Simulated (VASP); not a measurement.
**Sn: single point with PBE**

Sn:

```
Sn
1.0
     3.39569    3.39569    0.00000
    -3.39569    3.39569    0.00000
     0.00000    0.00000    6.52156
Sn
4
Direct
  0.00000 0.00000 0.50000
  0.00000 0.50000 0.25000
  0.50000 0.50000 0.00000
  0.50000 0.00000 0.75000
```

This cell differs from its parent crystal: biaxial strain in the a-b plane: +2.0 %, then relaxed in part.

```yaml
Program: VASP 6.6.1
Task: single point
Functional: PBE
Potentials_or_basis: VASP PAW PBE potentials, release 64 (Sn_d)
Cutoff: 520 eV
k_mesh: 10 × 10 × 6
Occupations: gaussian, width 0.1 eV
Spin: no spin polarisation
```

```yaml
Pressure: -0.7 GPa
Band_gap_on_the_k_mesh: zero (band 28 reaches 4.69 eV, above the bottom of band 29 at 4.49 eV)
```

Stress tensor (GPa, compression positive):
```
-1.10  0.00  0.00
 0.00 -1.10  0.00
 0.00  0.00 -0.04
```

Levels at points of the mesh, in eV from the Fermi level:
| k point | band 24 | band 25 | band 26 | band 27 | band 28 | band 29 | band 30 | band 31 | band 32 | band 33 |
| --- | --- | --- | --- | --- | --- | --- | --- | --- | --- | --- |
| (0.00, 0.00, 0.00) | -2.29 | -2.29 | -1.29 | 0.01 | 0.01 | 0.25 | 0.78 | 0.78 | 2.04 | 2.21 |
| (0.50, 0.00, 0.00) | -5.40 | -2.54 | -2.54 | -1.16 | -1.16 | 1.28 | 1.28 | 3.82 | 3.82 | 4.10 |
| (0.50, 0.50, 0.00) | -7.24 | -2.09 | -2.09 | -2.09 | -2.09 | 1.00 | 1.00 | 1.00 | 1.00 | 7.05 |
| (0.00, 0.00, 0.50) | -4.10 | -1.49 | -1.49 | -1.49 | -1.49 | 0.89 | 0.89 | 2.01 | 2.01 | 4.55 |
| (0.50, 0.00, 0.50) | -5.97 | -1.10 | -1.10 | -0.84 | -0.84 | -0.19 | -0.19 | 3.12 | 3.12 | 3.28 |
| (0.50, 0.50, 0.50) | -7.19 | -2.65 | -2.65 | -2.65 | -2.65 | 3.38 | 3.38 | 3.38 | 3.38 | 4.21 |

Run time: 2.7 min on 1 thread of Intel(R) Xeon(R) 6975P-C (Granite Rapids), with other jobs on the host, peak memory 0.44 GiB.

Caveat: the cell differs from its parent crystal (biaxial strain in the a-b plane: +2.0 %, then relaxed in part); spin-orbit coupling is left out, which moves the levels of the heavy elements.
